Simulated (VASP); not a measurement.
# PbS (P1) in VASP: single point with PBEsol

Aim: the single point of PbS with PBEsol.

Everything below comes from runs of VASP 6.6.1. Logs are shortened: lines on timing, memory, paths and dates and some standing lists are left out, and cuts for length are marked.

## (1) The cell of the first run

The typed cell holds 6 atoms: a = 4.173 Å, b = 4.173 Å, c = 10.228 Å, α = 90.01°, β = 89.99°, γ = 120.01°.

## (2) Single point, PBEsol

Input file INCAR:

```
SYSTEM = PbS
PREC = Accurate
ENCUT = 520
EDIFF = 1E-6
ISMEAR = -1
SIGMA = 0.05
LREAL = .FALSE.
LASPH = .TRUE.
NELM = 60
ALGO = Normal
ISIF = 2
LWAVE = .FALSE.
LCHARG = .FALSE.
GGA = PS
NBANDS = 39
```

Input file KPOINTS:

```
regular mesh
0
G
  6 6 2
  0 0 0
```

Input file POSCAR:

```
PbS
1.0
    4.1728490994     -0.0003175592      0.0001970355
   -2.0866948462      3.6135448873     -0.0002234294
    0.0004790415     -0.0003451176     10.2277462558
Pb S
3 3
Direct
    0.3321299283     -0.0000595572      0.6656532952
    0.6653692453      0.6665906645     -0.0010161283
   -0.0011649895      0.3332657282      0.3323200789
    0.3313316476      0.0001848362      0.1658505821
    0.6646932525      0.6668819677      0.4991805127
   -0.0019770787      0.3335090127      0.8325118694
```

Potentials or basis: VASP PAW PBE potentials, release 64 (Pb_d, S).

The run is started by

```console
$ cat potpaw_PBE.64/Pb_d/POTCAR potpaw_PBE.64/S/POTCAR > POTCAR
$ mpirun -np 1 vasp_std > vasp.out
```

OUTCAR:

```text
SYSTEM = PbS
   PREC = Accurate
   ENCUT = 520
   EDIFF = 1E-6
   ISMEAR = -1
   LREAL = .FALSE.
   LASPH = .TRUE.
   NELM = 60
   ISIF = 2
   GGA = PS

 ion  position               nearest neighbor table
   1  0.332  1.000  0.666-   5 2.95   6 2.95   5 2.95   6 2.95   5 2.95   6 2.96
   2  0.665  0.667  0.999-   6 2.95   4 2.95   6 2.95   4 2.95   6 2.95   4 2.96
   3  0.999  0.333  0.332-   4 2.95   5 2.95   4 2.95   5 2.95   4 2.95   5 2.96
   4  0.331  0.000  0.166-   3 2.95   2 2.95   3 2.95   2 2.95   3 2.95   2 2.96
   5  0.665  0.667  0.499-   1 2.95   3 2.95   1 2.95   3 2.95   1 2.95   3 2.96
   6  0.998  0.334  0.833-   2 2.95   1 2.95   2 2.95   1 2.95   2 2.95   1 2.96

  LATTYP: Found a base centered monoclinic cell.
 ALAT       =    21.6956966341
 B/A-ratio  =     0.1923065137
 C/A-ratio  =     0.4714182008
 COS(beta)  =    -0.9428749157

  Lattice vectors:

 A1 = (  -2.0871738877,   3.6138900049, -10.2279696852)
 A2 = (  -4.1733281409,   0.0006626768, -10.2279432913)
 A3 = (   0.0004790415,  -0.0003451176,  10.2277462558)

Analysis of symmetry for initial positions (statically):
=====================================================================
 Subroutine PRICEL returns:
 Original cell was already a primitive cell.

 Routine SETGRP: Setting up the symmetry group for a
 base centered monoclinic supercell.

 Subroutine GETGRP returns: Found  1 space group operations
 (whereof  1 operations were pure point group operations)
 out of a pool of  4 trial point group operations.

The static configuration has the point symmetry C_1 .

Analysis of symmetry for dynamics (positions and initial velocities):
=====================================================================
 Subroutine PRICEL returns:
 Original cell was already a primitive cell.

 Routine SETGRP: Setting up the symmetry group for a
 base centered monoclinic supercell.

 Subroutine GETGRP returns: Found  1 space group operations
 (whereof  1 operations were pure point group operations)
 out of a pool of  4 trial point group operations.

The dynamic configuration has the point symmetry C_1 .

 Subroutine INISYM returns: Found  1 space group operations
 (whereof  1 operations are pure point group operations),
 and found     1 'primitive' translations

----------------------------------------------------------------------------------------

                                     Primitive cell

  volume of cell :     154.2151

  direct lattice vectors                    reciprocal lattice vectors
     4.172849099 -0.000317559  0.000197036     0.239654952  0.138392290 -0.000006555
    -2.086694846  3.613544887 -0.000223429     0.000021060  0.276748727  0.000009337
     0.000479041 -0.000345118 10.227746256    -0.000004616  0.000003380  0.097773251

  length of vectors
     4.172849116  4.172769115 10.227746273     0.276743422  0.276748728  0.097773251

  position of ions in fractional coordinates (direct lattice)
     0.332129928  0.999940443  0.665653295
     0.665369245  0.666590664  0.998983872
     0.998835011  0.333265728  0.332320079
     0.331331648  0.000184836  0.165850582
     0.664693253  0.666881968  0.499180513
     0.998022921  0.333509013  0.832511869

  ion indices of the primitive-cell ions
   primitive index   ion index
                 1           1
                 2           2
                 3           3
                 4           4
                 5           5
                 6           6

----------------------------------------------------------------------------------------

 KPOINTS: regular mesh

Automatic generation of k-mesh.
 Grid dimensions read from file:
 generate k-points for:    6    6    2

 Generating k-lattice:

  Cartesian coordinates                     Fractional coordinates (reciprocal lattice)
     0.039942492  0.023065382 -0.000001093     0.166666667  0.000000000 -0.000000000
     0.000003510  0.046124788  0.000001556     0.000000000  0.166666667  0.000000000
    -0.000002308  0.000001690  0.048886626     0.000000000 -0.000000000  0.500000000

  Length of vectors
     0.046123904  0.046124788  0.048886626

  Shift w.r.t. Gamma in fractional coordinates (k-lattice)
     0.000000000  0.000000000  0.000000000

 -----------------------------------------------------------------------------
|                                                                             |
|           W    W    AA    RRRRR   N    N  II  N    N   GGGG   !!!           |
|           W    W   A  A   R    R  NN   N  II  NN   N  G    G  !!!           |
|           W    W  A    A  R    R  N N  N  II  N N  N  G       !!!           |
|           W WW W  AAAAAA  RRRRR   N  N N  II  N  N N  G  GGG   !            |
|           WW  WW  A    A  R   R   N   NN  II  N   NN  G    G                |
|           W    W  A    A  R    R  N    N  II  N    N   GGGG   !!!           |
|                                                                             |
|     Your reciprocal lattice and k-lattice belong to different lattice       |
|     classes:                                                                |
|                                                                             |
|        The reciprocal lattice is triclinic,                                 |
|        whereas your k-lattice is base-centered monoclinic.                  |
|                                                                             |
|     Results are often still useful ...                                      |
|                                                                             |
 -----------------------------------------------------------------------------

 Subroutine IBZKPT returns following result:
 ===========================================

 Found     40 irreducible k-points:

 Following reciprocal coordinates:
            Coordinates               Weight
  0.000000  0.000000  0.000000      1.000000
  0.166667  0.000000 -0.000000      2.000000
  0.333333  0.000000  0.000000      2.000000
  0.500000 -0.000000  0.000000      1.000000
 -0.000000  0.166667  0.000000      2.000000
  0.166667  0.166667  0.000000      2.000000
[... 16 lines left out ...]
  0.333333  0.000000  0.500000      2.000000
  0.500000  0.000000  0.500000      1.000000
 [... further k-points ...]
   k-points           NKPTS =     40   k-points in BZ     NKDIM =     40   number of bands    NBANDS=     39
   number of dos      NEDOS =    301   number of ions     NIONS =      6
   total plane-waves  NPLWV =  81920
   dimension x,y,z NGX =    32 NGY =   32 NGZ =   80
   dimension x,y,z NGXF=    64 NGYF=   64 NGZF=  160
   ions per type =               3   3
   NGX,Y,Z   is equivalent  to a cutoff of  12.75, 12.75, 13.00 a.u.
   NGXF,Y,Z  is equivalent  to a cutoff of  25.50, 25.50, 26.01 a.u.
 SYSTEM =  PbS
   PREC   = accura    normal or accurate (medium, high low for compatibility)
   ISTART =      0    job   : 0-new  1-cont  2-samecut
   ICHARG =      2    charge: 1-file 2-atom 10-const
   ISPIN  =      1    spin polarized calculation?
   LNONCOLLINEAR =      F non collinear calculations
   LSORBIT =      F    spin-orbit coupling
   LASPH  =      T    aspherical Exc in radial PAW
   ENCUT  =  520.0 eV  38.22 Ry    6.18 a.u.   7.76  7.76 19.02*2*pi/ulx,y,z
   NELM   =     60;   NELMIN=  2; NELMDL= -5     # of ELM steps
   EDIFF  = 0.1E-05   stopping-criterion for ELM
   LREAL  =      F    real-space projection
   EDIFFG = 0.1E-04   stopping-criterion for IOM
   NSW    =      0    number of steps for IOM
   IBRION =     -1    ionic relax: 0-MD 1-quasi-New 2-CG
   NFREE  =      0    steps in history (QN), initial steepest desc. (CG)
   ISIF   =      2    stress and relaxation
   ISYM   =      2    0-nonsym 1-usesym 2-fastsym
   POTIM  = 0.5000    time-step for ionic-motion
   TEBEG  =    0.0;   TEEND  =   0.0 temperature during run
   PSTRESS=    0.0 pullay stress
   NELECT =      60.0000    total number of electrons
   NUPDOWN=      -1.0000    fix difference up-down
   EMIN   =  10.00;   EMAX   =-10.00  energy-range for DOS
   EFERMI =   0.00;   METHOD = LEGACY
   ISMEAR =    -1;   SIGMA  =   0.05  broadening in eV -4-tet -1-fermi 0-gaus
   EFERMI_NEDOS =   21; number of points for ismear=-14 and -15
   IALGO  =     38    algorithm
   IMIX   =      4    mixing-type and parameters
     AMIX     =   0.40;   BMIX     =  1.00
     AMIX_MAG =   1.60;   BMIX_MAG =  1.00
  volume/ion in A,a.u.               =      25.70       173.45
  Fermi-wavevector in a.u.,A,eV,Ry     =   1.195133  2.258474 19.433786  1.428343
  Thomas-Fermi vector in A             =   2.331106
   LORBIT       =      0    0 simple, 1 ext, 2 COOP (PROOUT), +10 PAW based schemes
   GGA     = PS    functional components
   LHFCALC =     F    Hartree Fock is set to
   AEXX    =    0.0000 exact exchange contribution
   IVDW    =     0    specifies the selected vdW correction
   LEPSILON=     F    determine dielectric tensor
   LRPA    =     F    only Hartree local field effects (RPA)
 non-spin polarized calculation
  energy-cutoff  :      520.00
  volume of cell :      154.22
 maximum number of plane-waves:      4209
   NGX = 15   NGY = 15   NGZ = 39

 number of electron      60.0000000 magnetization

 Free energy of the ion-electron system (eV)
  ---------------------------------------------------
  ext. energy  EPLUGINS =         0.00000000
  ---------------------------------------------------
  free energy    TOTEN  =       -28.36969503 eV

  energy without entropy =      -28.36560721  energy(sigma->0) =      -28.36765112

 E-fermi :   6.0001     XC(G=0):  -9.9574

 val. band max:        5.9036998436   @ k =  -0.0000  -0.0000   0.5000
 cond. band min:       6.0976617622   @ k =   0.0000   0.5000   0.5000
 fundamental gap:      0.1939619185
 Fermi energy:         6.0001421380

 k-point     1 :       0.0000    0.0000    0.0000
  band No.  band energies     occupation
      1     -10.9011      2.00000
      2     -10.9011      2.00000
      3     -10.9011      2.00000
      4     -10.9010      2.00000
      5     -10.8860      2.00000
      6     -10.8860      2.00000
[... 31 lines left out ...]
     38      11.0869      0.00000
     39      11.0875      0.00000

 k-point     2 :       0.1667    0.0000   -0.0000
  band No.  band energies     occupation
      1     -10.9347      2.00000
      2     -10.9132      2.00000
      3     -10.8957      2.00000
      4     -10.8876      2.00000
      5     -10.8875      2.00000
      6     -10.8846      2.00000
[... 31 lines left out ...]
     38      10.0701      0.00000
     39      10.2770      0.00000

 k-point     3 :       0.3333    0.0000    0.0000
  band No.  band energies     occupation
      1     -11.0084      2.00000
      2     -10.9382      2.00000
      3     -10.9128      2.00000
      4     -10.9058      2.00000
      5     -10.8907      2.00000
      6     -10.8876      2.00000
[... 31 lines left out ...]
     38      10.3602      0.00000
     39      10.9045      0.00000

 k-point     4 :       0.5000   -0.0000    0.0000
  band No.  band energies     occupation
      1     -11.0453      2.00000
      2     -10.9386      2.00000
      3     -10.9386      2.00000
      4     -10.9141      2.00000
      5     -10.8918      2.00000
      6     -10.8917      2.00000
[... 31 lines left out ...]
     38      11.4641      0.00000
     39      11.5826      0.00000
[... 754 lines left out ...]
     38      10.3583      0.00000
     39      10.5547      0.00000

 k-point    23 :       0.3333    0.0000    0.5000
  band No.  band energies     occupation
      1     -10.9907      2.00000
      2     -10.9693      2.00000
      3     -10.9037      2.00000
      4     -10.9032      2.00000
      5     -10.9025      2.00000
      6     -10.8851      2.00000
[... 31 lines left out ...]
     38      10.7636      0.00000
     39      10.8528      0.00000

 k-point    24 :       0.5000    0.0000    0.5000
  band No.  band energies     occupation
      1     -11.0089      2.00000
      2     -11.0088      2.00000
      3     -10.9092      2.00000
      4     -10.9088      2.00000
      5     -10.9011      2.00000
      6     -10.9011      2.00000
[... 31 lines left out ...]
     38      10.6258      0.00000
     39      10.6261      0.00000

 [... further k-points ...]

------------------------ aborting loop because EDIFF is reached ----------------------------------------

  FORCE on cell =-STRESS in cart. coord.  units (eV):
  Direction    XX          YY          ZZ          XY          YZ          ZX
  --------------------------------------------------------------------------------------
  -------------------------------------------------------------------------------------
  Total       -0.0552930     -0.0514621     -0.0469698      0.0024812      0.0009667     -0.0015538
  in kB       -0.5744518     -0.5346523     -0.4879802      0.0257776      0.0100431     -0.0161432
  external PRESSURE =      -0.5323614 kB  Pullay stress =       0.0000000 kB

 VOLUME and BASIS-vectors are now :
 -----------------------------------------------------------------------------
  energy-cutoff  :      520.00
  volume of cell :      154.22
      direct lattice vectors                 reciprocal lattice vectors
     4.172849099 -0.000317559  0.000197036     0.239654952  0.138392290 -0.000006555
    -2.086694846  3.613544887 -0.000223429     0.000021060  0.276748727  0.000009337
     0.000479041 -0.000345118 10.227746256    -0.000004616  0.000003380  0.097773251

 POSITION                                       TOTAL-FORCE (eV/Angst)
 -----------------------------------------------------------------------------------
     -0.70032      3.61299      6.80798        -0.000527      0.000062     -0.000033
      1.38599      2.40820     10.21734         0.000274      0.000195      0.000314
      3.47272      1.20384      3.39901        -0.000792      0.000004      0.000109
      1.38229      0.00051      1.69634         0.000615     -0.000013     -0.000350
      1.38232      2.40942      5.10547         0.000586     -0.000415     -0.000121
      3.46907      1.20455      8.51484        -0.000156      0.000167      0.000081
 -----------------------------------------------------------------------------------
    total drift:                                0.000117     -0.000010      0.000031

  FREE ENERGIE OF THE ION-ELECTRON SYSTEM (eV)
  ---------------------------------------------------
  free  energy   TOTEN  =       -28.3696950340 eV

  energy  without entropy=      -28.3656072070  energy(sigma->0) =      -28.36765112
```

It took 3.9 min on 1 thread of Intel Xeon 8259CL, shared host; peak memory 0.38 GiB.

What came out:

| Quantity | Value |
| --- | --- |
| Free energy | -28.3697 eV |
| Pressure | -0.1 GPa |
| Band gap on the k mesh | 0.19 eV |

Caveat: the PAW data sets were made with another functional, which shifts forces and pressure a little; spin-orbit coupling is left out, which moves the levels of the heavy elements. A k mesh can miss the band edges.
